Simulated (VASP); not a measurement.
# HgTe (Cmcm) in VASP: further runs

Runs on HgTe. Level: PBE. Tasks: single point.

Everything below comes from runs of VASP 6.6.1. Logs are shortened: lines on timing, memory, paths and dates and some standing lists are left out, and cuts for length are marked.

## (1) The cell of the first run

Symmetry: Cmcm, No. 63, orthorhombic system. Conventional cell: a = 6.263 Å, b = 7.344 Å, c = 5.275 Å, α = 90.00°, β = 90.00°, γ = 90.00°. Hg (site symmetry m2m) has 5 Te at 2.74 to 3.22 Å and 2 Hg at 3.61 Å within 3.7 Å. Within 3.6 Å of Te (site symmetry m2m) lie 5 Hg at 2.74 to 3.22 Å.

## (2) Single point, PBE

File INCAR:

```
SYSTEM = HgTe
PREC = Accurate
ENCUT = 520
EDIFF = 1E-7
ISMEAR = 0
SIGMA = 0.15
LREAL = .FALSE.
LASPH = .TRUE.
NELM = 100
ALGO = Fast
ISIF = 2
LWAVE = .FALSE.
LCHARG = .TRUE.
GGA = PE
LELF = .TRUE.
LVHAR = .TRUE.
NBANDS = 26
```

File KPOINTS:

```
Automatic mesh
0
G
  12 12 10
  0 0 0
```

File POSCAR:

```
HgTe
1.0
    3.1315624476     -3.6720200184      0.0000000000
    3.1315624476      3.6720200184      0.0000000000
    0.0000000000      0.0000000000      5.2745886723
Hg Te
2 2
Direct
    0.3319444959      0.6680555041      0.7500000000
    0.6680555041      0.3319444959      0.2500000000
    0.7707545029      0.2292454971      0.7500000000
    0.2292454971      0.7707545029      0.2500000000
```

Potentials or basis: VASP PAW PBE potentials, release 64 (Hg, Te).

Command:

```
$ cat potpaw_PBE.64/Hg/POTCAR potpaw_PBE.64/Te/POTCAR > POTCAR
$ mpirun -np 1 vasp_std > vasp.out
```

OUTCAR:

```text
SYSTEM = HgTe
   PREC = Accurate
   ENCUT = 520
   EDIFF = 1E-7
   ISMEAR = 0
   LREAL = .FALSE.
   LASPH = .TRUE.
   NELM = 100
   ISIF = 2
   GGA = PE

 ion  position               nearest neighbor table
   1  0.332  0.668  0.750-   4 2.74   4 2.74   3 3.16   3 3.16   3 3.22   2 3.61   2 3.61
   2  0.668  0.332  0.250-   3 2.74   3 2.74   4 3.16   4 3.16   4 3.22   1 3.61   1 3.61
   3  0.771  0.229  0.750-   2 2.74   2 2.74   1 3.16   1 3.16   1 3.22
   4  0.229  0.771  0.250-   1 2.74   1 2.74   2 3.16   2 3.16   2 3.22

  LATTYP: Found a base centered orthorhombic cell.
 ALAT       =     6.2631248952
 B/A-ratio  =     1.1725839992
 C/A-ratio  =     0.8421656538

  Lattice vectors:

 A1 = (   3.1315624476,  -3.6720200184,   0.0000000000)
 A2 = (   3.1315624476,   3.6720200184,   0.0000000000)
 A3 = (   0.0000000000,   0.0000000000,   5.2745886723)

Analysis of symmetry for initial positions (statically):
=====================================================================
 Subroutine PRICEL returns:
 Original cell was already a primitive cell.

 Routine SETGRP: Setting up the symmetry group for a
 base centered orthorhombic supercell.

 Subroutine GETGRP returns: Found  8 space group operations
 (whereof  4 operations were pure point group operations)
 out of a pool of  8 trial point group operations.

The static configuration has the point symmetry C_2h.
 The point group associated with its full space group is D_2h.

Analysis of symmetry for dynamics (positions and initial velocities):
=====================================================================
 Subroutine PRICEL returns:
 Original cell was already a primitive cell.

 Routine SETGRP: Setting up the symmetry group for a
 base centered orthorhombic supercell.

 Subroutine GETGRP returns: Found  8 space group operations
 (whereof  4 operations were pure point group operations)
 out of a pool of  8 trial point group operations.

The dynamic configuration has the point symmetry C_2h.
 The point group associated with its full space group is D_2h.

 Subroutine INISYM returns: Found  8 space group operations
 (whereof  4 operations are pure point group operations),
 and found     1 'primitive' translations

----------------------------------------------------------------------------------------

                                     Primitive cell

  volume of cell :     121.3067

  direct lattice vectors                    reciprocal lattice vectors
[... 85 lines left out ...]
   ISPIN  =      1    spin polarized calculation?
   LNONCOLLINEAR =      F non collinear calculations
   LSORBIT =      F    spin-orbit coupling
   LASPH  =      T    aspherical Exc in radial PAW
   ENCUT  =  520.0 eV  38.22 Ry    6.18 a.u.   8.97  8.97  9.81*2*pi/ulx,y,z
   NELM   =    100;   NELMIN=  2; NELMDL= -5     # of ELM steps
   EDIFF  = 0.1E-06   stopping-criterion for ELM
   LREAL  =      F    real-space projection
   EDIFFG = 0.1E-05   stopping-criterion for IOM
   NSW    =      0    number of steps for IOM
   IBRION =     -1    ionic relax: 0-MD 1-quasi-New 2-CG
   NFREE  =      0    steps in history (QN), initial steepest desc. (CG)
   ISIF   =      2    stress and relaxation
   ISYM   =      2    0-nonsym 1-usesym 2-fastsym
   POTIM  = 0.5000    time-step for ionic-motion
   TEBEG  =    0.0;   TEEND  =   0.0 temperature during run
   PSTRESS=    0.0 pullay stress
   NELECT =      36.0000    total number of electrons
   NUPDOWN=      -1.0000    fix difference up-down
   EMIN   =  10.00;   EMAX   =-10.00  energy-range for DOS
   EFERMI =   0.00;   METHOD = LEGACY
   ISMEAR =     0;   SIGMA  =   0.15  broadening in eV -4-tet -1-fermi 0-gaus
   EFERMI_NEDOS =   21; number of points for ismear=-14 and -15
   IALGO  =     68    algorithm
   IMIX   =      4    mixing-type and parameters
     AMIX     =   0.40;   BMIX     =  1.00
     AMIX_MAG =   1.60;   BMIX_MAG =  1.00
  volume/ion in A,a.u.               =      30.33       204.65
  Fermi-wavevector in a.u.,A,eV,Ry     =   1.091979  2.063540 16.223819  1.192417
  Thomas-Fermi vector in A             =   2.228235
   LORBIT       =      0    0 simple, 1 ext, 2 COOP (PROOUT), +10 PAW based schemes
   GGA     = PE    functional components
   LHFCALC =     F    Hartree Fock is set to
   AEXX    =    0.0000 exact exchange contribution
   IVDW    =     0    specifies the selected vdW correction
   LEPSILON=     F    determine dielectric tensor
   LRPA    =     F    only Hartree local field effects (RPA)
 non-spin polarized calculation
 RMM-DIIS sequential band-by-band and
 Gauss-broadening in eV      SIGMA  =   0.15
  energy-cutoff  :      520.00
  volume of cell :      121.31
 maximum number of plane-waves:      3292
   NGX = 17   NGY = 17   NGZ = 19

 number of electron      36.0000005 magnetization

 Free energy of the ion-electron system (eV)
  ---------------------------------------------------
  ext. energy  EPLUGINS =         0.00000000
  ---------------------------------------------------
  free energy    TOTEN  =        -6.25858349 eV

  energy without entropy =       -6.23698008  energy(sigma->0) =       -6.24778178

 E-fermi :   3.8486     XC(G=0):  -9.4619

 val. band max:        3.8419435334   @ k =   0.4167   0.1667   0.3000
 cond. band min:       3.8488584217   @ k =  -0.1667   0.1667   0.2000
 fundamental gap:      0.0069148883
 Fermi energy:         3.8486054868

 k-point     1 :       0.0000    0.0000    0.0000
  band No.  band energies     occupation
      1      -8.2477      2.00000
      2      -7.1536      2.00000
      3      -3.3619      2.00000
      4      -3.1631      2.00000
      5      -3.0299      2.00000
      6      -2.9963      2.00000
[... 685 lines left out ...]
     25      10.3973      0.00000
     26      10.7572      0.00000

 [... further k-points ...]
[... 5 lines left out ...]
  --------------------------------------------------------------------------------------
  -------------------------------------------------------------------------------------
  Total       -0.0909387      0.6543049      8.1369614      0.0000000      0.0000000      0.0000000
  in kB       -1.2010879      8.6418368    107.4702179      0.0000000      0.0000000      0.0000000
  external PRESSURE =      38.3036556 kB  Pullay stress =       0.0000000 kB

 VOLUME and BASIS-vectors are now :
 -----------------------------------------------------------------------------
  energy-cutoff  :      520.00
  volume of cell :      121.31
      direct lattice vectors                 reciprocal lattice vectors
     3.131562448 -3.672020018  0.000000000     0.159664707 -0.136164835  0.000000000
     3.131562448  3.672020018  0.000000000     0.159664707  0.136164835  0.000000000
     0.000000000  0.000000000  5.274588672     0.000000000  0.000000000  0.189588243

 POSITION                                       TOTAL-FORCE (eV/Angst)
 -----------------------------------------------------------------------------------
      3.13156      1.23421      3.95594         0.000000     -0.329837     -0.000000
      3.13156     -1.23421      1.31865         0.000000      0.329837     -0.000000
      3.13156     -1.98843      3.95594         0.000000     -0.590690      0.000000
      3.13156      1.98843      1.31865         0.000000      0.590690      0.000000
 -----------------------------------------------------------------------------------
    total drift:                                0.000000      0.000000      0.000000

  FREE ENERGIE OF THE ION-ELECTRON SYSTEM (eV)
  ---------------------------------------------------
  free  energy   TOTEN  =        -6.2585834885 eV

  energy  without entropy=       -6.2369800753  energy(sigma->0) =       -6.24778178
```

OSZICAR:

```text
N       E                     dE             d eps       ncg     rms          rms(c)
DAV:   1     0.234359060973E+03    0.23436E+03   -0.15988E+04 13416   0.122E+03
DAV:   2     0.472020366869E+01   -0.22964E+03   -0.22055E+03 14386   0.284E+02
DAV:   3    -0.661176856544E+01   -0.11332E+02   -0.11205E+02 16236   0.628E+01
DAV:   4    -0.674825840726E+01   -0.13649E+00   -0.13633E+00 16622   0.610E+00
DAV:   5    -0.674976668667E+01   -0.15083E-02   -0.15082E-02 15678   0.643E-01    0.110E+01
RMM:   6    -0.627776069967E+01    0.47201E+00   -0.11146E+00 13447   0.589E+00    0.823E+00
RMM:   7    -0.626143372211E+01    0.16327E-01   -0.17054E-01 14063   0.172E+00    0.300E+00
RMM:   8    -0.625845450313E+01    0.29792E-02   -0.11469E-02 14781   0.764E-01    0.466E-01
RMM:   9    -0.625855730851E+01   -0.10281E-03   -0.16239E-03 15329   0.256E-01    0.129E-01
RMM:  10    -0.625857623609E+01   -0.18928E-04   -0.22215E-04 15668   0.916E-02    0.527E-02
RMM:  11    -0.625858335757E+01   -0.71215E-05   -0.43401E-05 15839   0.426E-02    0.223E-02
RMM:  12    -0.625858408232E+01   -0.72475E-06   -0.10237E-05 15869   0.249E-02    0.747E-03
RMM:  13    -0.625858428313E+01   -0.20081E-06   -0.18536E-06 15927   0.894E-03    0.969E-03
RMM:  14    -0.625858380344E+01    0.47969E-06   -0.49756E-07 12771   0.437E-03    0.112E-02
RMM:  15    -0.625858349448E+01    0.30896E-06   -0.10772E-07  9429   0.194E-03    0.122E-02
RMM:  16    -0.625858348846E+01    0.60168E-08   -0.24335E-08  8524   0.906E-04
   1 F= -.62585835E+01 E0= -.62477818E+01  d E =-.216034E-01
```

stdout:

```text
POSCAR found type information on POSCAR HgTe
 POSCAR found :  2 types and       4 ions
 scaLAPACK will be used
 LDA part: xc-table for (Slater+PW92), standard interpolation
 POSCAR, INCAR and KPOINTS ok, starting setup
 FFT: planning ... GRIDC
 FFT: planning ... GRID_SOFT
 FFT: planning ... GRID
 WAVECAR not read
 entering main loop
```

Run time: 13 min. Hardware: 1 thread of Oxide Virtual Turin-like, shared host; peak memory 0.73 GiB.

Results:

- Free energy: -6.2586 eV
- Pressure: 3.8 GPa
- Largest force: 0.591 eV/Å
- Band gap on the k mesh: zero (bands 18 and 19 overlap by 1.27 eV)

Forces in eV/Å, atoms in the order of the input:
```
Hg   0.000 -0.330  0.000
Hg   0.000  0.330  0.000
Te   0.000 -0.591  0.000
Te   0.000  0.591  0.000
```

Stress tensor (GPa, compression positive):
```
-0.12  0.00  0.00
 0.00  0.86  0.00
 0.00  0.00 10.75
```

Caveat: the stress differs along the axes, from -0 to 11 GPa; spin-orbit coupling is left out, which moves the levels of the heavy elements.

## (3) Single point, PBE

This run uses another cell than the first one, of the same volume but with other edges.

File INCAR:

```
PREC = Accurate
ENCUT = 520
EDIFF = 1E-6
ISMEAR = 0
SIGMA = 0.15
LREAL = F
LASPH = T
NELM = 100
ALGO = Fast
ISIF = 2
LWAVE = F
LCHARG = F
GGA = PE
NBANDS = 26
```

File KPOINTS:

```
regular mesh
0
Gamma
  12 12 10
```

File POSCAR:

```
HgTe
1.0
    2.7915171678     -3.2732883643      0.0000000000
    2.7915171678      3.2732883643      0.0000000000
    0.0000000000      0.0000000000      6.6378914280
Hg Te
2 2
Direct
    0.3319444959      0.6680555041      0.7500000000
    0.6680555041      0.3319444959      0.2500000000
    0.7707545029      0.2292454971      0.7500000000
    0.2292454971      0.7707545029      0.2500000000
```

Potentials or basis: VASP PAW PBE potentials, release 64 (Hg, Te).

Command:

```
$ cat potpaw_PBE.64/Hg/POTCAR potpaw_PBE.64/Te/POTCAR > POTCAR
$ mpirun -np 1 vasp_std > vasp.out
```

OUTCAR:

```text
PREC = Accurate
   ENCUT = 520
   EDIFF = 1E-6
   ISMEAR = 0
   LREAL = F
   LASPH = T
   NELM = 100
   ISIF = 2
   GGA = PE

 ion  position               nearest neighbor table
   1  0.332  0.668  0.750-   3 2.82   3 2.82   3 2.87   4 3.39   4 3.39   3 3.67
   2  0.668  0.332  0.250-   4 2.82   4 2.82   4 2.87   3 3.39   3 3.39   4 3.67
   3  0.771  0.229  0.750-   1 2.82   1 2.82   1 2.87   2 3.39   2 3.39   1 3.67
   4  0.229  0.771  0.250-   2 2.82   2 2.82   2 2.87   1 3.39   1 3.39   2 3.67

[... 893 lines left out ...]
     26      11.7023      0.00000

 [... further k-points ...]
[... 5 lines left out ...]
  --------------------------------------------------------------------------------------
  -------------------------------------------------------------------------------------
  Total        4.5896387      1.8345962     -1.4926697      0.0000000      0.0000000      0.0000000
  in kB       60.6183868     24.2307224    -19.7146736      0.0000000      0.0000000      0.0000000
  external PRESSURE =      21.7114786 kB  Pullay stress =       0.0000000 kB

 VOLUME and BASIS-vectors are now :
 -----------------------------------------------------------------------------
  energy-cutoff  :      520.00
  volume of cell :      121.31
      direct lattice vectors                 reciprocal lattice vectors
     2.791517168 -3.273288364  0.000000000     0.179114069 -0.152751589  0.000000000
     2.791517168  3.273288364  0.000000000     0.179114069  0.152751589  0.000000000
     0.000000000  0.000000000  6.637891428     0.000000000  0.000000000  0.150650250

 POSITION                                       TOTAL-FORCE (eV/Angst)
 -----------------------------------------------------------------------------------
      2.79152      1.10019      4.97842         0.000000      0.091624     -0.000000
      2.79152     -1.10019      1.65947         0.000000     -0.091624      0.000000
      2.79152     -1.77252      4.97842         0.000000     -0.013278     -0.000000
      2.79152      1.77252      1.65947         0.000000      0.013278      0.000000
 -----------------------------------------------------------------------------------
    total drift:                               -0.000000     -0.000000      0.000000

  FREE ENERGIE OF THE ION-ELECTRON SYSTEM (eV)
  ---------------------------------------------------
  free  energy   TOTEN  =        -6.3422849511 eV

  energy  without entropy=       -6.3124620038  energy(sigma->0) =       -6.32737348
```

stdout:

```text
POSCAR found type information on POSCAR HgTe
 POSCAR found :  2 types and       4 ions
 scaLAPACK will be used
 LDA part: xc-table for (Slater+PW92), standard interpolation
 POSCAR, INCAR and KPOINTS ok, starting setup
 FFT: planning ... GRIDC
 FFT: planning ... GRID_SOFT
 FFT: planning ... GRID
 WAVECAR not read
 entering main loop
```

It took 11 min on 1 thread of Oxide Virtual Turin-like, shared host; peak memory 0.72 GiB.

Results:

- Free energy: -6.3423 eV
- Pressure: 2.2 GPa
- Largest force: 0.092 eV/Å
- Band gap on the k mesh: zero (bands 18 and 19 overlap by 1.64 eV)

Forces on the atoms (eV/Å):
```
Hg   0.000  0.092  0.000
Hg   0.000 -0.092  0.000
Te   0.000 -0.013  0.000
Te   0.000  0.013  0.000
```

Caveat: the stress differs along the axes, from -2 to 6 GPa; spin-orbit coupling is left out, which moves the levels of the heavy elements.
